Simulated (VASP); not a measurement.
# Pr (P6_3/mmc) in VASP: notebook

Pr is run at these levels: revPBE; tasks: single point.

Everything below comes from runs of VASP 6.6.1. Logs are shortened: lines on timing, memory, paths and dates and some standing lists are left out, and cuts for length are marked.

### 1 The cell of the first run

Symmetry: P6_3/mmc, No. 194, hexagonal system. The conventional cell has a = 3.622 Å, b = 3.622 Å, c = 12.159 Å, α = 90.00°, β = 90.00°, γ = 120.00°. Within 4.8 Å of Pr (site symmetry -3m) lie 12 Pr at 3.62 to 3.69 Å. Within 4.8 Å of Pr (site symmetry -6m2) lie 12 Pr at 3.62 to 3.69 Å.

### 2 Single point, revPBE, collinear spin, antiferromagnetic start

INCAR reads:

```
PREC = Accurate
ENCUT = 520
EDIFF = 1E-6
ISMEAR = -1
SIGMA = 0.05
LREAL = F
LASPH = T
NELM = 150
ALGO = Normal
ISIF = 2
LWAVE = F
LCHARG = F
ISPIN = 2
MAGMOM = 2.358 2.358 -2.365 -2.365
LORBIT = 11
LMAXMIX = 6
GGA = RE
NBANDS = 38
KPAR = 2
```

KPOINTS reads:

```
Automatic mesh
0
Gamma
  13 13 4
```

POSCAR reads:

```
Pr
1.0
    3.6220148665      0.0000000000      0.0000000000
   -1.8110074333      3.1367568872      0.0000000000
    0.0000000000      0.0000000000     12.1590698766
Pr
4
Direct
    0.0000000000      1.0000000000      1.0000000000
    0.0000000000      1.0000000000      0.5000000000
    0.3333333333      0.6666666667      0.7500000000
    0.6666666667      0.3333333333      0.2500000000
```

Potentials or basis: VASP PAW PBE potentials, release 64 (Pr).

Started as:

```bash
cat potpaw_PBE.64/Pr/POTCAR > POTCAR
mpirun -np 2 vasp_std > vasp.out
```

OUTCAR:

```text
PREC = Accurate
   ENCUT = 520
   EDIFF = 1E-6
   ISMEAR = -1
   LREAL = F
   LASPH = T
   NELM = 150
   ISIF = 2
   ISPIN = 2
   LORBIT = 11
   GGA = RE

 ion  position               nearest neighbor table
   1  0.000  0.000  0.000-
   2  0.000  0.000  0.500-
   3  0.333  0.667  0.750-
   4  0.667  0.333  0.250-

  LATTYP: Found a hexagonal cell.
 ALAT       =     3.6220148665
 C/A-ratio  =     3.3569906046

  Lattice vectors:

 A1 = (   3.6220148665,   0.0000000000,   0.0000000000)
 A2 = (  -1.8110074333,   3.1367568872,   0.0000000000)
 A3 = (   0.0000000000,   0.0000000000,  12.1590698766)

Analysis of symmetry for initial positions (statically):
=====================================================================
 Subroutine PRICEL returns:
 Original cell was already a primitive cell.

 Routine SETGRP: Setting up the symmetry group for a
 hexagonal supercell.

 Subroutine GETGRP returns: Found 24 space group operations
 (whereof 12 operations were pure point group operations)
 out of a pool of 24 trial point group operations.

The static configuration has the point symmetry D_3d.
 The point group associated with its full space group is D_6h.

Analysis of symmetry for dynamics (positions and initial velocities):
=====================================================================
 Subroutine PRICEL returns:
 Original cell was already a primitive cell.

 Routine SETGRP: Setting up the symmetry group for a
 hexagonal supercell.

 Subroutine GETGRP returns: Found 24 space group operations
 (whereof 12 operations were pure point group operations)
 out of a pool of 24 trial point group operations.

The dynamic configuration has the point symmetry D_3d.
 The point group associated with its full space group is D_6h.

Analysis of structural, dynamic, and magnetic symmetry:
=====================================================================
 Subroutine PRICEL returns:
 Original cell was already a primitive cell.

 Routine SETGRP: Setting up the symmetry group for a
 hexagonal supercell.

 Subroutine GETGRP returns: Found 24 space group operations
 (whereof 12 operations were pure point group operations)
 out of a pool of 24 trial point group operations.

The overall configuration has the point symmetry D_3d.
 The point group associated with its full space group is D_6h.

 Subroutine INISYM returns: Found 24 space group operations
 (whereof 12 operations are pure point group operations),
 and found     1 'primitive' translations

----------------------------------------------------------------------------------------

                                     Primitive cell

  volume of cell :     138.1438

  direct lattice vectors                    reciprocal lattice vectors
     3.622014866  0.000000000  0.000000000     0.276089424  0.159400304  0.000000000
    -1.811007433  3.136756887  0.000000000     0.000000000  0.318800607  0.000000000
     0.000000000  0.000000000 12.159069877     0.000000000  0.000000000  0.082243133

  length of vectors
     3.622014866  3.622014866 12.159069877     0.318800607  0.318800607  0.082243133

  position of ions in fractional coordinates (direct lattice)
     0.000000000  0.000000000  0.000000000
     0.000000000  0.000000000  0.500000000
     0.333333333  0.666666667  0.750000000
     0.666666667  0.333333333  0.250000000

  ion indices of the primitive-cell ions
   primitive index   ion index
                 1           1
                 2           2
                 3           3
                 4           4

----------------------------------------------------------------------------------------

 KPOINTS: Automatic mesh

Automatic generation of k-mesh.
 Grid dimensions read from file:
 generate k-points for:   13   13    4

 Generating k-lattice:

  Cartesian coordinates                     Fractional coordinates (reciprocal lattice)
     0.021237648  0.012261562  0.000000000     0.076923077  0.000000000  0.000000000
     0.000000000  0.024523124  0.000000000     0.000000000  0.076923077  0.000000000
     0.000000000  0.000000000  0.020560783     0.000000000  0.000000000  0.250000000

  Length of vectors
     0.024523124  0.024523124  0.020560783

  Shift w.r.t. Gamma in fractional coordinates (k-lattice)
     0.000000000  0.000000000  0.000000000

 Subroutine IBZKPT returns following result:
 ===========================================

 Found     63 irreducible k-points:

 Following reciprocal coordinates:
            Coordinates               Weight
  0.000000  0.000000  0.000000      1.000000
  0.076923 -0.000000  0.000000      6.000000
  0.153846  0.000000  0.000000      6.000000
  0.230769  0.000000  0.000000      6.000000
  0.307692  0.000000  0.000000      6.000000
  0.384615  0.000000  0.000000      6.000000
[... 16 lines left out ...]
  0.076923 -0.000000  0.250000     12.000000
  0.153846  0.000000  0.250000     12.000000
 [... further k-points ...]
   k-points           NKPTS =     63   k-points in BZ     NKDIM =     63   number of bands    NBANDS=     38
   number of dos      NEDOS =    301   number of ions     NIONS =      4
   total plane-waves  NPLWV =  70560
   dimension x,y,z NGX =    28 NGY =   28 NGZ =   90
   dimension x,y,z NGXF=    56 NGYF=   56 NGZF=  180
   ions per type =               4
   NGX,Y,Z   is equivalent  to a cutoff of  12.85, 12.85, 12.31 a.u.
   NGXF,Y,Z  is equivalent  to a cutoff of  25.70, 25.70, 24.61 a.u.
 SYSTEM =  unknown system
   PREC   = accura    normal or accurate (medium, high low for compatibility)
   ISTART =      0    job   : 0-new  1-cont  2-samecut
   ICHARG =      2    charge: 1-file 2-atom 10-const
   ISPIN  =      2    spin polarized calculation?
   LNONCOLLINEAR =      F non collinear calculations
   LSORBIT =      F    spin-orbit coupling
   LASPH  =      T    aspherical Exc in radial PAW
   ENCUT  =  520.0 eV  38.22 Ry    6.18 a.u.   6.73  6.73 22.61*2*pi/ulx,y,z
   NELM   =    150;   NELMIN=  2; NELMDL= -5     # of ELM steps
   EDIFF  = 0.1E-05   stopping-criterion for ELM
   LREAL  =      F    real-space projection
   EDIFFG = 0.1E-04   stopping-criterion for IOM
   NSW    =      0    number of steps for IOM
   IBRION =     -1    ionic relax: 0-MD 1-quasi-New 2-CG
   NFREE  =      0    steps in history (QN), initial steepest desc. (CG)
   ISIF   =      2    stress and relaxation
   ISYM   =      2    0-nonsym 1-usesym 2-fastsym
   POTIM  = 0.5000    time-step for ionic-motion
   TEBEG  =    0.0;   TEEND  =   0.0 temperature during run
   PSTRESS=    0.0 pullay stress
   NELECT =      52.0000    total number of electrons
   NUPDOWN=      -1.0000    fix difference up-down
   EMIN   =  10.00;   EMAX   =-10.00  energy-range for DOS
   EFERMI =   0.00;   METHOD = LEGACY
   ISMEAR =    -1;   SIGMA  =   0.05  broadening in eV -4-tet -1-fermi 0-gaus
   EFERMI_NEDOS =   21; number of points for ismear=-14 and -15
   IALGO  =     38    algorithm
   IMIX   =      4    mixing-type and parameters
     AMIX     =   0.40;   BMIX     =  1.00
     AMIX_MAG =   1.60;   BMIX_MAG =  1.00
  volume/ion in A,a.u.               =      34.54       233.06
  Fermi-wavevector in a.u.,A,eV,Ry     =   1.182040  2.233731 19.010309  1.397218
  Thomas-Fermi vector in A             =   2.318302
   LORBIT       =     11    0 simple, 1 ext, 2 COOP (PROOUT), +10 PAW based schemes
   GGA     = RE    functional components
   LHFCALC =     F    Hartree Fock is set to
   AEXX    =    0.0000 exact exchange contribution
   IVDW    =     0    specifies the selected vdW correction
   LEPSILON=     F    determine dielectric tensor
   LRPA    =     F    only Hartree local field effects (RPA)
 spin polarized calculation
  energy-cutoff  :      520.00
  volume of cell :      138.14
 maximum number of plane-waves:      3743
 NGX is ok and might be reduce to    28
   NGX = 13   NGY = 13   NGZ = 45

 number of electron      52.0000011 magnetization       0.0223554

 number of electron      52.0000011 magnetization      -0.0540773

 Free energy of the ion-electron system (eV)
  ---------------------------------------------------
  ext. energy  EPLUGINS =         0.00000000
  ---------------------------------------------------
  free energy    TOTEN  =       -20.81266870 eV

  energy without entropy =      -20.59931910  energy(sigma->0) =      -20.70599390

 E-fermi :   6.1064     XC(G=0):  -9.8616

 val. band max:        6.1063585672   @ k =   0.1538   0.0769   0.0000
 cond. band min:       6.1067513238   @ k =   0.4615   0.0769   0.2500
 fundamental gap:      0.0003927565
 Fermi energy:         6.1064288369

 spin component 1

 k-point     1 :       0.0000    0.0000    0.0000
  band No.  band energies     occupation
      1     -29.8784      1.00000
      2     -29.8739      1.00000
      3     -28.7982      1.00000
      4     -28.7918      1.00000
      5     -12.2753      1.00000
      6     -11.9704      1.00000
[... 30 lines left out ...]
     37       7.5090      0.00000
     38       7.5660      0.00000

 k-point     2 :       0.0769   -0.0000    0.0000
  band No.  band energies     occupation
      1     -29.8713      1.00000
      2     -29.8670      1.00000
      3     -28.7909      1.00000
      4     -28.7849      1.00000
      5     -12.2541      1.00000
      6     -11.9650      1.00000
[... 30 lines left out ...]
     37       7.4149      0.00000
     38       7.4523      0.00000

 k-point     3 :       0.1538    0.0000    0.0000
  band No.  band energies     occupation
      1     -29.8515      1.00000
      2     -29.8478      1.00000
      3     -28.7708      1.00000
      4     -28.7657      1.00000
      5     -12.1936      1.00000
      6     -11.9525      1.00000
[... 30 lines left out ...]
     37       6.9833      0.00000
[... 781 lines left out ...]
 k-point    23 :       0.0769   -0.0000    0.2500
  band No.  band energies     occupation
      1     -29.8706      1.00000
      2     -29.8676      1.00000
      3     -28.7900      1.00000
      4     -28.7858      1.00000
      5     -12.2213      1.00000
      6     -12.0221      1.00000
[... 30 lines left out ...]
     37       7.3746      0.00000
     38       7.4599      0.00000

 k-point    24 :       0.1538    0.0000    0.2500
  band No.  band energies     occupation
      1     -29.8509      1.00000
      2     -29.8483      1.00000
      3     -28.7700      1.00000
      4     -28.7664      1.00000
      5     -12.1664      1.00000
      6     -12.0008      1.00000
[... 30 lines left out ...]
     37       7.0834      0.00000
     38       7.2494      0.00000

 [... further k-points ...]

 spin component 2

 k-point     1 :       0.0000    0.0000    0.0000
  band No.  band energies     occupation
      1     -29.8805      1.00000
      2     -29.8759      1.00000
      3     -28.8042      1.00000
      4     -28.7979      1.00000
      5     -12.2792      1.00000
      6     -11.9683      1.00000
[... 30 lines left out ...]
     37       7.5228      0.00000
     38       7.5402      0.00000

 k-point     2 :       0.0769   -0.0000    0.0000
  band No.  band energies     occupation
      1     -29.8734      1.00000
      2     -29.8690      1.00000
      3     -28.7970      1.00000
      4     -28.7910      1.00000
      5     -12.2578      1.00000
      6     -11.9628      1.00000
[... 30 lines left out ...]
     37       7.4632      0.00000
     38       7.5291      0.00000

 k-point     3 :       0.1538    0.0000    0.0000
  band No.  band energies     occupation
      1     -29.8536      1.00000
      2     -29.8498      1.00000
      3     -28.7769      1.00000
      4     -28.7718      1.00000
      5     -12.1971      1.00000
      6     -11.9498      1.00000
[... 30 lines left out ...]
     37       7.1565      0.00000
[... 781 lines left out ...]
 k-point    23 :       0.0769   -0.0000    0.2500
  band No.  band energies     occupation
      1     -29.8727      1.00000
      2     -29.8697      1.00000
      3     -28.7961      1.00000
      4     -28.7919      1.00000
      5     -12.2247      1.00000
      6     -12.0217      1.00000
[... 30 lines left out ...]
     37       7.4273      0.00000
     38       7.4923      0.00000

 k-point    24 :       0.1538    0.0000    0.2500
  band No.  band energies     occupation
      1     -29.8530      1.00000
      2     -29.8504      1.00000
      3     -28.7761      1.00000
      4     -28.7725      1.00000
      5     -12.1695      1.00000
      6     -12.0001      1.00000
[... 30 lines left out ...]
     37       7.0489      0.00000
     38       7.2621      0.00000

 [... further k-points ...]
[... 5 lines left out ...]
  --------------------------------------------------------------------------------------
  -------------------------------------------------------------------------------------
  Total        0.3191424      0.3191424      0.3030595     -0.0000000      0.0000000     -0.0000000
  in kB        3.7013795      3.7013795      3.5148524     -0.0000000      0.0000000     -0.0000000
  external PRESSURE =       3.6392038 kB  Pullay stress =       0.0000000 kB

 VOLUME and BASIS-vectors are now :
 -----------------------------------------------------------------------------
  energy-cutoff  :      520.00
  volume of cell :      138.14
      direct lattice vectors                 reciprocal lattice vectors
     3.622014866  0.000000000  0.000000000     0.276089424  0.159400304  0.000000000
    -1.811007433  3.136756887  0.000000000     0.000000000  0.318800607  0.000000000
     0.000000000  0.000000000 12.159069877     0.000000000  0.000000000  0.082243133

 POSITION                                       TOTAL-FORCE (eV/Angst)
 -----------------------------------------------------------------------------------
      0.00000      0.00000      0.00000         0.000000      0.000000      0.000000
      0.00000      0.00000      6.07953         0.000000      0.000000      0.000000
     -0.00000      2.09117      9.11930         0.000000      0.000000      0.000000
      1.81101      1.04559      3.03977        -0.000000      0.000000     -0.000000
 -----------------------------------------------------------------------------------
    total drift:                               -0.000000      0.000000      0.000000

  FREE ENERGIE OF THE ION-ELECTRON SYSTEM (eV)
  ---------------------------------------------------
  free  energy   TOTEN  =       -20.8126687041 eV

  energy  without entropy=      -20.5993191039  energy(sigma->0) =      -20.70599390

 total charge

# of ion       s       p       d       f       tot
--------------------------------------------------
    1        2.002   5.287   0.586   2.163  10.039
    2        2.002   5.287   0.586   2.163  10.039
    3        2.003   5.290   0.584   2.161  10.038
    4        2.003   5.290   0.584   2.161  10.038
--------------------------------------------------
tot          8.011  21.154   2.340   8.648  40.153

 magnetization (x)

# of ion       s       p       d       f       tot
--------------------------------------------------
    1       -0.010  -0.037   0.109   2.087   2.148
    2       -0.010  -0.037   0.109   2.087   2.148
    3        0.011   0.037  -0.117  -2.091  -2.159
    4        0.011   0.037  -0.117  -2.091  -2.159
--------------------------------------------------
tot          0.001  -0.001  -0.015  -0.007  -0.022
```

Wall time 13 min (2 MPI ranks of Intel Xeon 6975P-C (Granite Rapids), shared host); peak memory 0.63 GiB.

Results:

- Free energy: -20.8127 eV
- Pressure: 0.4 GPa
- Net moment: -0.05 μB per cell
- Site moments: Pr +2.15, -2.16 (each value once) μB
- Valence electrons inside the program's atomic spheres: Pr 10.04

Caveat: the magnetic or orbital state may not be the lowest; the PAW data sets were made with another functional, which shifts forces and pressure a little; spin-orbit coupling is left out, which moves the levels of the heavy elements; semilocal functionals describe open f shells poorly, which spoils levels, moments and volumes.

[end of part 1 of 2]
